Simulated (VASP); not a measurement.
# Au (R-3m) in VASP: single point with PBEsol

Aim: the single point of Au with PBEsol.

Program: VASP 6.6.1. These are calculated values, not measurements. Logs are shortened: lines on timing, memory, paths and dates and some standing lists are left out, and cuts for length are marked.

## Step 1: The cell of the first run

Symmetry: R-3m, No. 166, trigonal system. Conventional cell: a = 5.558 Å, b = 5.558 Å, c = 2.042 Å, α = 90.00°, β = 90.00°, γ = 120.00°. Au (site symmetry -3m) has 2 Au at 2.04 Å within 2.7 Å.

## Step 2: Single point, PBEsol

INCAR reads:

```
  PREC = Accurate
  ENCUT = 540
  EDIFF = 1E-6
  ISMEAR = 0
  SIGMA = 0.15
  LREAL = F
  LASPH = T
  NELM = 120
  ALGO = Normal
  ISIF = 2
  LWAVE = F
  LCHARG = F
  GGA = PS
  NBANDS = 16
  GGA_COMPAT = F
```

KPOINTS reads:

```
Automatic mesh
0
Gamma
  22 22 22
```

POSCAR reads:

```
Au
1.0
   -2.2268976259      1.7029217140      1.7029217140
    1.7029217140     -2.2268976259      1.7029217140
    1.7029217140      1.7029217140     -2.2268976259
Au
1
Direct
    0.0000000000      0.0000000000      0.0000000000
```

Potentials or basis: VASP PAW PBE potentials, release 64 (Au_sv_GW).

The run is started by

```bash
cat potpaw_PBE.64/Au_sv_GW/POTCAR > POTCAR
mpirun -np 1 vasp_std > vasp.out
```

OUTCAR:

```text
PREC = Accurate
   ENCUT = 540
   EDIFF = 1E-6
   ISMEAR = 0
   LREAL = F
   LASPH = T
   NELM = 120
   ISIF = 2
   GGA = PS

 ion  position               nearest neighbor table
   1  0.000  0.000  0.000-

  LATTYP: Found a trigonal (rhomboedric) cell.
 ALAT       =     3.2800850239
 COS(alpha) =    -0.4354066986

  Lattice vectors:

 A1 = (  -2.2268976259,   1.7029217140,   1.7029217140)
 A2 = (   1.7029217140,  -2.2268976259,   1.7029217140)
 A3 = (   1.7029217140,   1.7029217140,  -2.2268976259)

Analysis of symmetry for initial positions (statically):
=====================================================================
 Subroutine PRICEL returns:
 Original cell was already a primitive cell.

 Routine SETGRP: Setting up the symmetry group for a
 trigonal (rhombohedral) supercell.

 Subroutine GETGRP returns: Found 12 space group operations
 (whereof 12 operations were pure point group operations)
 out of a pool of 12 trial point group operations.

The static configuration has the point symmetry D_3d.

Analysis of symmetry for dynamics (positions and initial velocities):
=====================================================================
 Subroutine PRICEL returns:
 Original cell was already a primitive cell.

 Routine SETGRP: Setting up the symmetry group for a
 trigonal (rhombohedral) supercell.

 Subroutine GETGRP returns: Found 12 space group operations
 (whereof 12 operations were pure point group operations)
 out of a pool of 12 trial point group operations.

The dynamic configuration has the point symmetry D_3d.

 Subroutine INISYM returns: Found 12 space group operations
 (whereof 12 operations are pure point group operations),
 and found     1 'primitive' translations

----------------------------------------------------------------------------------------

                                     Primitive cell

  volume of cell :      18.2070

  direct lattice vectors                    reciprocal lattice vectors
    -2.226897626  1.702921714  1.702921714     0.113095388  0.367560012  0.367560012
     1.702921714 -2.226897626  1.702921714     0.367560012  0.113095388  0.367560012
     1.702921714  1.702921714 -2.226897626     0.367560012  0.367560012  0.113095388

  length of vectors
     3.280085024  3.280085024  3.280085024     0.531969258  0.531969258  0.531969258

  position of ions in fractional coordinates (direct lattice)
     0.000000000  0.000000000  0.000000000

  ion indices of the primitive-cell ions
   primitive index   ion index
                 1           1

----------------------------------------------------------------------------------------

 KPOINTS: Automatic mesh

Automatic generation of k-mesh.
 Grid dimensions read from file:
 generate k-points for:   22   22   22

 Generating k-lattice:

  Cartesian coordinates                     Fractional coordinates (reciprocal lattice)
     0.005140699  0.016707273  0.016707273     0.045454545 -0.000000000  0.000000000
     0.016707273  0.005140699  0.016707273    -0.000000000  0.045454545  0.000000000
     0.016707273  0.016707273  0.005140699    -0.000000000 -0.000000000  0.045454545

  Length of vectors
     0.024180421  0.024180421  0.024180421

  Shift w.r.t. Gamma in fractional coordinates (k-lattice)
     0.000000000  0.000000000  0.000000000

 Subroutine IBZKPT returns following result:
 ===========================================

 Found   1024 irreducible k-points:

 Following reciprocal coordinates:
            Coordinates               Weight
  0.000000  0.000000  0.000000      1.000000
  0.045455  0.000000  0.000000      6.000000
  0.090909  0.000000  0.000000      6.000000
  0.136364  0.000000 -0.000000      6.000000
  0.181818  0.000000 -0.000000      6.000000
  0.227273  0.000000 -0.000000      6.000000
[... 16 lines left out ...]
  0.500000  0.045455  0.000000     12.000000
 -0.454545  0.045455  0.000000     12.000000
 [... further k-points ...]
   k-points           NKPTS =   1024   k-points in BZ     NKDIM =   1024   number of bands    NBANDS=     16
   number of dos      NEDOS =    301   number of ions     NIONS =      1
   total plane-waves  NPLWV =  21952
   dimension x,y,z NGX =    28 NGY =   28 NGZ =   28
   dimension x,y,z NGXF=    56 NGYF=   56 NGZF=   56
   ions per type =               1
   NGX,Y,Z   is equivalent  to a cutoff of  14.19, 14.19, 14.19 a.u.
   NGXF,Y,Z  is equivalent  to a cutoff of  28.38, 28.38, 28.38 a.u.
 SYSTEM =  unknown system
   PREC   = accura    normal or accurate (medium, high low for compatibility)
   ISTART =      0    job   : 0-new  1-cont  2-samecut
   ICHARG =      2    charge: 1-file 2-atom 10-const
   ISPIN  =      1    spin polarized calculation?
   LNONCOLLINEAR =      F non collinear calculations
   LSORBIT =      F    spin-orbit coupling
   LASPH  =      T    aspherical Exc in radial PAW
   ENCUT  =  540.0 eV  39.69 Ry    6.30 a.u.   6.21  6.21  6.21*2*pi/ulx,y,z
   NELM   =    120;   NELMIN=  2; NELMDL= -5     # of ELM steps
   EDIFF  = 0.1E-05   stopping-criterion for ELM
   LREAL  =      F    real-space projection
   EDIFFG = 0.1E-04   stopping-criterion for IOM
   NSW    =      0    number of steps for IOM
   IBRION =     -1    ionic relax: 0-MD 1-quasi-New 2-CG
   NFREE  =      0    steps in history (QN), initial steepest desc. (CG)
   ISIF   =      2    stress and relaxation
   ISYM   =      2    0-nonsym 1-usesym 2-fastsym
   POTIM  = 0.5000    time-step for ionic-motion
   TEBEG  =    0.0;   TEEND  =   0.0 temperature during run
   PSTRESS=    0.0 pullay stress
   NELECT =      19.0000    total number of electrons
   NUPDOWN=      -1.0000    fix difference up-down
   EMIN   =  10.00;   EMAX   =-10.00  energy-range for DOS
   EFERMI =   0.00;   METHOD = LEGACY
   ISMEAR =     0;   SIGMA  =   0.15  broadening in eV -4-tet -1-fermi 0-gaus
   EFERMI_NEDOS =   21; number of points for ismear=-14 and -15
   IALGO  =     38    algorithm
   IMIX   =      4    mixing-type and parameters
     AMIX     =   0.40;   BMIX     =  1.00
     AMIX_MAG =   1.60;   BMIX_MAG =  1.00
  volume/ion in A,a.u.               =      18.21       122.87
  Fermi-wavevector in a.u.,A,eV,Ry     =   1.660529  3.137944 37.516096  2.757355
  Thomas-Fermi vector in A             =   2.747749
   LORBIT       =      0    0 simple, 1 ext, 2 COOP (PROOUT), +10 PAW based schemes
   GGA     = PS    functional components
   LHFCALC =     F    Hartree Fock is set to
   AEXX    =    0.0000 exact exchange contribution
   IVDW    =     0    specifies the selected vdW correction
   LEPSILON=     F    determine dielectric tensor
   LRPA    =     F    only Hartree local field effects (RPA)
 non-spin polarized calculation
 Gauss-broadening in eV      SIGMA  =   0.15
  energy-cutoff  :      540.00
  volume of cell :       18.21
 maximum number of plane-waves:       536
 NGX is ok and might be reduce to    28
   NGX = 13   NGY = 13   NGZ = 13

 number of electron      19.0000002 magnetization

 Free energy of the ion-electron system (eV)
  ---------------------------------------------------
  ext. energy  EPLUGINS =         0.00000000
  ---------------------------------------------------
  free energy    TOTEN  =         0.95724092 eV

  energy without entropy =        0.96493062  energy(sigma->0) =        0.96108577

 E-fermi :   7.5782     XC(G=0): -12.7885

 val. band max:        7.5698147214   @ k =   0.4091   0.3182   0.0455
 cond. band min:       7.5837558168   @ k =  -0.4091   0.5000   0.3636
 fundamental gap:      0.0139410954
 Fermi energy:         7.5782179914

 k-point     1 :       0.0000    0.0000    0.0000
  band No.  band energies     occupation
      1     -98.7275      2.00000
      2     -49.7449      2.00000
      3     -49.7449      2.00000
      4     -48.8522      2.00000
      5      -4.2176      2.00000
      6      -0.7221      2.00000
[... 8 lines left out ...]
     15      27.4919      0.00000
     16      29.6912      0.00000

 k-point     2 :       0.0455    0.0000    0.0000
  band No.  band energies     occupation
      1     -98.7194      2.00000
      2     -49.7366      2.00000
      3     -49.7364      2.00000
      4     -48.9362      2.00000
      5      -3.9667      2.00000
      6      -0.6407      2.00000
[... 8 lines left out ...]
     15      27.5346      0.00000
     16      29.7363      0.00000

 k-point     3 :       0.0909    0.0000    0.0000
  band No.  band energies     occupation
      1     -98.6955      2.00000
      2     -49.7125      2.00000
      3     -49.7112      2.00000
      4     -49.1784      2.00000
      5      -3.2268      2.00000
      6      -0.3992      2.00000
[... 8 lines left out ...]
     15      27.6846      0.00000
     16      29.9295      0.00000

 k-point     4 :       0.1364    0.0000   -0.0000
  band No.  band energies     occupation
      1     -98.6576      2.00000
      2     -49.6739      2.00000
      3     -49.6712      2.00000
      4     -49.5518      2.00000
      5      -2.0355      2.00000
      6      -0.0069      2.00000
[... 8 lines left out ...]
     15      27.9955      0.00000
     16      30.4139      0.00000

 k-point     5 :       0.1818    0.0000   -0.0000
  band No.  band energies     occupation
      1     -98.6085      2.00000
      2     -50.0179      2.00000
      3     -49.6240      2.00000
      4     -49.6197      2.00000
      5      -0.4549      2.00000
      6       0.5122      2.00000
[... 8 lines left out ...]
     15      28.5012      0.00000
     16      30.9125      0.00000

 k-point     6 :       0.2273    0.0000   -0.0000
  band No.  band energies     occupation
      1     -98.5518      2.00000
      2     -50.5320      2.00000
      3     -49.5667      2.00000
      4     -49.5605      2.00000
      5       1.0126      2.00000
      6       1.4671      2.00000
[... 8 lines left out ...]
     15      29.0924      0.00000
     16      29.7984      0.00000

 k-point     7 :       0.2727    0.0000   -0.0000
  band No.  band energies     occupation
      1     -98.4919      2.00000
      2     -51.0500      2.00000
      3     -49.5064      2.00000
      4     -49.4984      2.00000
      5       1.0947      2.00000
      6       1.9212      2.00000
[... 8 lines left out ...]
     15      28.9742      0.00000
     16      29.4238      0.00000

 k-point     8 :       0.3182    0.0000    0.0000
  band No.  band energies     occupation
      1     -98.4337      2.00000
      2     -51.5314      2.00000
      3     -49.4481      2.00000
      4     -49.4381      2.00000
      5       0.4542      2.00000
      6       1.0159      2.00000
[... 8 lines left out ...]
     15      28.5505      0.00000
     16      29.3603      0.00000

 k-point     9 :       0.3636   -0.0000    0.0000
  band No.  band energies     occupation
      1     -98.3821      2.00000
      2     -51.9423      2.00000
      3     -49.3965      2.00000
      4     -49.3850      2.00000
      5      -0.2375      2.00000
      6       0.2727      2.00000
[... 8 lines left out ...]
     15      28.1949      0.00000
     16      29.4805      0.00000
[... 172 lines left out ...]
 k-point    19 :       0.3182    0.0455    0.0000
  band No.  band energies     occupation
      1     -98.3822      2.00000
      2     -51.9423      2.00000
      3     -49.3941      2.00000
      4     -49.3847      2.00000
      5      -0.1576      2.00000
      6       0.2689      2.00000
[... 8 lines left out ...]
     15      28.2900      0.00000
     16      29.7109      0.00000

 k-point    20 :       0.3636    0.0455    0.0000
  band No.  band energies     occupation
      1     -98.3416      2.00000
      2     -52.2551      2.00000
      3     -49.3542      2.00000
      4     -49.3432      2.00000
      5      -0.7201      2.00000
      6      -0.2798      2.00000
[... 8 lines left out ...]
     15      27.9097      0.00000
     16      29.2324      0.00000

 k-point    21 :       0.4091    0.0455    0.0000
  band No.  band energies     occupation
      1     -98.3157      2.00000
      2     -52.4508      2.00000
      3     -49.3293      2.00000
      4     -49.3169      2.00000
      5      -1.0769      2.00000
      6      -0.6153      2.00000
[... 8 lines left out ...]
     15      27.6049      0.00000
     16      29.1137      0.00000

 k-point    22 :       0.4545    0.0455    0.0000
  band No.  band energies     occupation
      1     -98.3068      2.00000
      2     -52.5173      2.00000
      3     -49.3212      2.00000
      4     -49.3079      2.00000
      5      -1.2120      2.00000
      6      -0.7286      2.00000
[... 8 lines left out ...]
     15      27.5733      0.00000
     16      29.4541      0.00000

 k-point    23 :       0.5000    0.0455    0.0000
  band No.  band energies     occupation
      1     -98.3157      2.00000
      2     -52.4508      2.00000
      3     -49.3309      2.00000
      4     -49.3172      2.00000
      5      -1.1212      2.00000
      6      -0.6170      2.00000
[... 8 lines left out ...]
     15      27.7296      0.00000
     16      30.1096      0.00000

 k-point    24 :      -0.4545    0.0455    0.0000
  band No.  band energies     occupation
      1     -98.3415      2.00000
      2     -52.2552      2.00000
      3     -49.3577      2.00000
      4     -49.3439      2.00000
      5      -0.8100      2.00000
      6      -0.2837      2.00000
[... 8 lines left out ...]
     15      28.0000      0.00000
     16      30.2937      0.00000

 [... further k-points ...]

------------------------ aborting loop because EDIFF is reached ----------------------------------------

  FORCE on cell =-STRESS in cart. coord.  units (eV):
  Direction    XX          YY          ZZ          XY          YZ          ZX
  --------------------------------------------------------------------------------------
  -------------------------------------------------------------------------------------
  Total       12.3726852     12.3726852     12.3726852     12.4941317     12.4941317     12.4941317
  in kB     1088.7684686   1088.7684686   1088.7684686   1099.4554828   1099.4554828   1099.4554828
  external PRESSURE =    1088.7684686 kB  Pullay stress =       0.0000000 kB

 VOLUME and BASIS-vectors are now :
 -----------------------------------------------------------------------------
  energy-cutoff  :      540.00
  volume of cell :       18.21
      direct lattice vectors                 reciprocal lattice vectors
    -2.226897626  1.702921714  1.702921714     0.113095388  0.367560012  0.367560012
     1.702921714 -2.226897626  1.702921714     0.367560012  0.113095388  0.367560012
     1.702921714  1.702921714 -2.226897626     0.367560012  0.367560012  0.113095388

 POSITION                                       TOTAL-FORCE (eV/Angst)
 -----------------------------------------------------------------------------------
      0.00000      0.00000      0.00000         0.000000      0.000000      0.000000
 -----------------------------------------------------------------------------------
    total drift:                               -0.000000     -0.000000      0.000000

  FREE ENERGIE OF THE ION-ELECTRON SYSTEM (eV)
  ---------------------------------------------------
  free  energy   TOTEN  =         0.9572409222 eV

  energy  without entropy=        0.9649306186  energy(sigma->0) =        0.96108577
```

Run time: 2.9 min. Hardware: 1 thread of Intel Xeon 6975P-C (Granite Rapids), shared host; peak memory 0.44 GiB.

What came out:

```
Free energy            : 0.9572 eV
Pressure               : 108.9 GPa
Band gap on the k mesh : zero (an odd number of electrons rules out a gap without spin polarisation)
```

Caveat: the cell stands under pressure; the PAW data sets were made with another functional, which shifts forces and pressure a little; spin-orbit coupling is left out, which moves the levels of the heavy elements.
